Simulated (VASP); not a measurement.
# W in VASP: notebook, part 2 of 2

VASP 6.6.1. The steps go on from the part before.

## Step 3: Single point, LDA

This run uses another cell than the first one.

The input, INCAR:

```
  PREC = Accurate
  ENCUT = 520
  EDIFF = 1E-6
  ISMEAR = -1
  SIGMA = 0.1
  LREAL = F
  LASPH = T
  NELM = 80
  ALGO = Normal
  ISIF = 2
  LWAVE = F
  LCHARG = T
  LDIPOL = T
  IDIPOL = 3
  DIPOL = 0.5 0.5 0.500
  GGA = CA
  LELF = T
  LVHAR = T
  LVACPOTAV = T
  NBANDS = 43
```

The input, KPOINTS:

```
regular mesh
0
Gamma
  11 11 1
```

The input, POSCAR:

```
W
1.0
    4.4333818594      0.0000000000      0.0000000000
   -2.2166909297      3.8394213149      0.0000000000
    0.0000000000      0.0000000000     25.1151000000
W
5
Direct
    0.8333333333      0.1666666667      0.4379828666
    0.1666666667      0.8333333333      0.4660417228
    0.5000000000      0.5000000000      0.4999999855
    0.8333333333      0.1666666667      0.5339582790
    0.1666666667      0.8333333333      0.5620171334
```

Potentials or basis: VASP PAW LDA potentials, release 64 (W_sv).

Started as:

```bash
$ cat potpaw_LDA.64/W_sv/POTCAR > POTCAR
$ mpirun -np 1 vasp_std > vasp.out
```

OUTCAR:

```text
PREC = Accurate
   ENCUT = 520
   EDIFF = 1E-6
   ISMEAR = -1
   LREAL = F
   LASPH = T
   NELM = 80
   ISIF = 2
   GGA = CA

 ion  position               nearest neighbor table
   1  0.833  0.167  0.438-   4 2.41   2 2.65   2 2.65   2 2.65   3 3.00   3 3.00   3 3.00
   2  0.167  0.833  0.466-   5 2.41   1 2.65   1 2.65   1 2.65   3 2.70   3 2.70   3 2.70   4 3.08
                             4 3.08   4 3.08
   3  0.500  0.500  0.500-   2 2.70   2 2.70   2 2.70   4 2.70   4 2.70   4 2.70   1 3.00   1 3.00
                             1 3.00   5 3.00   5 3.00   5 3.00
   4  0.833  0.167  0.534-   1 2.41   5 2.65   5 2.65   5 2.65   3 2.70   3 2.70   3 2.70   2 3.08
                             2 3.08   2 3.08
   5  0.167  0.833  0.562-   2 2.41   4 2.65   4 2.65   4 2.65   3 3.00   3 3.00   3 3.00

  LATTYP: Found a hexagonal cell.
 ALAT       =     4.4333818594
 C/A-ratio  =     5.6649981428

  Lattice vectors:

 A1 = (   4.4333818594,   0.0000000000,   0.0000000000)
 A2 = (  -2.2166909297,   3.8394213149,   0.0000000000)
 A3 = (   0.0000000000,   0.0000000000,  25.1151000000)

Analysis of symmetry for initial positions (statically):
=====================================================================
 Subroutine PRICEL returns:
 Original cell was already a primitive cell.

 Routine SETGRP: Setting up the symmetry group for a
 hexagonal supercell.

 Subroutine GETGRP returns: Found 12 space group operations
 (whereof  4 operations were pure point group operations)
 out of a pool of 24 trial point group operations.

The static configuration has the point symmetry C_2h.
 The point group associated with its full space group is D_3d.

Analysis of symmetry for dynamics (positions and initial velocities):
=====================================================================
 Subroutine PRICEL returns:
 Original cell was already a primitive cell.

 Routine SETGRP: Setting up the symmetry group for a
 hexagonal supercell.

 Subroutine GETGRP returns: Found 12 space group operations
 (whereof  4 operations were pure point group operations)
 out of a pool of 24 trial point group operations.

The dynamic configuration has the point symmetry C_2h.
 The point group associated with its full space group is D_3d.

 Subroutine INISYM returns: Found 12 space group operations
 (whereof  4 operations are pure point group operations),
 and found     1 'primitive' translations

----------------------------------------------------------------------------------------

                                     Primitive cell

  volume of cell :     427.4997

  direct lattice vectors                    reciprocal lattice vectors
     4.433381859  0.000000000  0.000000000     0.225561441  0.130227959  0.000000000
    -2.216690930  3.839421315  0.000000000     0.000000000  0.260455917  0.000000000
     0.000000000  0.000000000 25.115100000     0.000000000  0.000000000  0.039816684

  length of vectors
     4.433381859  4.433381859 25.115100000     0.260455917  0.260455917  0.039816684

  position of ions in fractional coordinates (direct lattice)
     0.833333333  0.166666667  0.437982867
     0.166666667  0.833333333  0.466041723
     0.500000000  0.500000000  0.499999985
     0.833333333  0.166666667  0.533958279
     0.166666667  0.833333333  0.562017133

  ion indices of the primitive-cell ions
   primitive index   ion index
                 1           1
                 2           2
                 3           3
                 4           4
                 5           5
[... 43 lines left out ...]
  0.272727  0.272727  0.000000      6.000000
  0.363636  0.272727  0.000000      6.000000
   k-points           NKPTS =     16   k-points in BZ     NKDIM =     16   number of bands    NBANDS=     43
   number of dos      NEDOS =    301   number of ions     NIONS =      5
   total plane-waves  NPLWV = 248832
   dimension x,y,z NGX =    36 NGY =   36 NGZ =  192
   dimension x,y,z NGXF=    72 NGYF=   72 NGZF=  384
   ions per type =               5
   NGX,Y,Z   is equivalent  to a cutoff of  13.50, 13.50, 12.71 a.u.
   NGXF,Y,Z  is equivalent  to a cutoff of  27.00, 27.00, 25.42 a.u.
 SYSTEM =  unknown system
   PREC   = accura    normal or accurate (medium, high low for compatibility)
   ISTART =      0    job   : 0-new  1-cont  2-samecut
   ICHARG =      2    charge: 1-file 2-atom 10-const
   ISPIN  =      1    spin polarized calculation?
   LNONCOLLINEAR =      F non collinear calculations
   LSORBIT =      F    spin-orbit coupling
   LASPH  =      T    aspherical Exc in radial PAW
   ENCUT  =  520.0 eV  38.22 Ry    6.18 a.u.   8.24  8.24 46.70*2*pi/ulx,y,z
   NELM   =     80;   NELMIN=  2; NELMDL= -5     # of ELM steps
   EDIFF  = 0.1E-05   stopping-criterion for ELM
   LREAL  =      F    real-space projection
   EDIFFG = 0.1E-04   stopping-criterion for IOM
   NSW    =      0    number of steps for IOM
   IBRION =     -1    ionic relax: 0-MD 1-quasi-New 2-CG
   NFREE  =      0    steps in history (QN), initial steepest desc. (CG)
   ISIF   =      2    stress and relaxation
   ISYM   =      2    0-nonsym 1-usesym 2-fastsym
   POTIM  = 0.5000    time-step for ionic-motion
   TEBEG  =    0.0;   TEEND  =   0.0 temperature during run
   PSTRESS=    0.0 pullay stress
   NELECT =      70.0000    total number of electrons
   NUPDOWN=      -1.0000    fix difference up-down
   EMIN   =  10.00;   EMAX   =-10.00  energy-range for DOS
   EFERMI =   0.00;   METHOD = LEGACY
   ISMEAR =    -1;   SIGMA  =   0.10  broadening in eV -4-tet -1-fermi 0-gaus
   EFERMI_NEDOS =   21; number of points for ismear=-14 and -15
   IALGO  =     38    algorithm
   IMIX   =      4    mixing-type and parameters
     AMIX     =   0.40;   BMIX     =  1.00
     AMIX_MAG =   1.60;   BMIX_MAG =  1.00
  volume/ion in A,a.u.               =      85.50       576.98
  Fermi-wavevector in a.u.,A,eV,Ry     =   0.895631  1.692496 10.913969  0.802154
  Thomas-Fermi vector in A             =   2.017987
   LORBIT       =      0    0 simple, 1 ext, 2 COOP (PROOUT), +10 PAW based schemes
   GGA     = CA    functional components
   LHFCALC =     F    Hartree Fock is set to
   AEXX    =    0.0000 exact exchange contribution
   IVDW    =     0    specifies the selected vdW correction
   LEPSILON=     F    determine dielectric tensor
   LRPA    =     F    only Hartree local field effects (RPA)
 non-spin polarized calculation
  energy-cutoff  :      520.00
  volume of cell :      427.50
 maximum number of plane-waves:     11547
 NGX is ok and might be reduce to    36
   NGX = 17   NGY = 17   NGZ = 93

 number of electron      70.0000011 magnetization

 dipolmoment           0.000000      0.000000      0.000003 electrons x Angstroem

 Free energy of the ion-electron system (eV)
  ---------------------------------------------------
  ext. energy  EPLUGINS =         0.00000000
  ---------------------------------------------------
  free energy    TOTEN  =       -62.23609801 eV

  energy without entropy =      -62.12049507  energy(sigma->0) =      -62.17829654

 E-fermi :  -1.2793     XC(G=0):  -3.4472

 val. band max:       -1.3901769657   @ k =   0.1818   0.1818   0.0000
 cond. band min:      -1.1583665711   @ k =   0.0000   0.0000   0.0000
 fundamental gap:      0.2318103946
 Fermi energy:        -1.2793020475

 k-point     1 :       0.0000    0.0000    0.0000
  band No.  band energies     occupation
      1     -75.1766      2.00000
      2     -74.8209      2.00000
      3     -74.7610      2.00000
      4     -74.5443      2.00000
      5     -74.4912      2.00000
      6     -40.0887      2.00000
[... 725 lines left out ...]
     42       0.7815      0.00000
     43       1.0672      0.00000

------------------------ aborting loop because EDIFF is reached ----------------------------------------

  FORCE on cell =-STRESS in cart. coord.  units (eV):
  Direction    XX          YY          ZZ          XY          YZ          ZX
  --------------------------------------------------------------------------------------
  -------------------------------------------------------------------------------------
  Total       -2.7677323     -2.7677323      0.9227228      0.0000000     -0.0000000      0.0000000
  in kB      -10.3728679    -10.3728679      3.4581673      0.0000000     -0.0000000      0.0000000
  external PRESSURE =      -5.7625228 kB  Pullay stress =       0.0000000 kB

 VOLUME and BASIS-vectors are now :
 -----------------------------------------------------------------------------
  energy-cutoff  :      520.00
  volume of cell :      427.50
      direct lattice vectors                 reciprocal lattice vectors
     4.433381859  0.000000000  0.000000000     0.225561441  0.130227959  0.000000000
    -2.216690930  3.839421315  0.000000000     0.000000000  0.260455917  0.000000000
     0.000000000  0.000000000 25.115100000     0.000000000  0.000000000  0.039816684

 POSITION                                       TOTAL-FORCE (eV/Angst)
 -----------------------------------------------------------------------------------
      3.32504      0.63990     10.99998        -0.000000      0.000000     -0.219787
     -1.10835      3.19952     11.70468        -0.000000     -0.000000     -0.169273
      1.10835      1.91971     12.55755        -0.000000      0.000000      0.000000
      3.32504      0.63990     13.41042        -0.000000     -0.000000      0.169273
     -1.10835      3.19952     14.11512         0.000000     -0.000000      0.219787
 -----------------------------------------------------------------------------------
    total drift:                                0.000001     -0.000001      0.000930

  FREE ENERGIE OF THE ION-ELECTRON SYSTEM (eV)
  ---------------------------------------------------
  free  energy   TOTEN  =       -62.2360980118 eV

  energy  without entropy=      -62.1204950666  energy(sigma->0) =      -62.17829654

 vacuum level on the upper side and lower side of the slab         2.909         2.909
```

Run time: 13 min. Hardware: 1 thread of Oxide Virtual Turin-like, shared host; peak memory 0.48 GiB.

What came out:

| Item | Value |
| --- | --- |
| Free energy | -62.2361 eV |
| Largest force | 0.220 eV/Å |
| Band gap on the k mesh | zero (bands 35 and 36 overlap by 0.03 eV) |

Forces on the atoms (eV/Å):
```
W    0.000  0.000 -0.220
W    0.000  0.000 -0.169
W    0.000  0.000  0.000
W    0.000  0.000  0.169
W    0.000  0.000  0.220
```

Caveat: spin-orbit coupling is left out, which moves the levels of the heavy elements.

The gap in the log of VASP goes by the Fermi energy; the results here count the filled bands.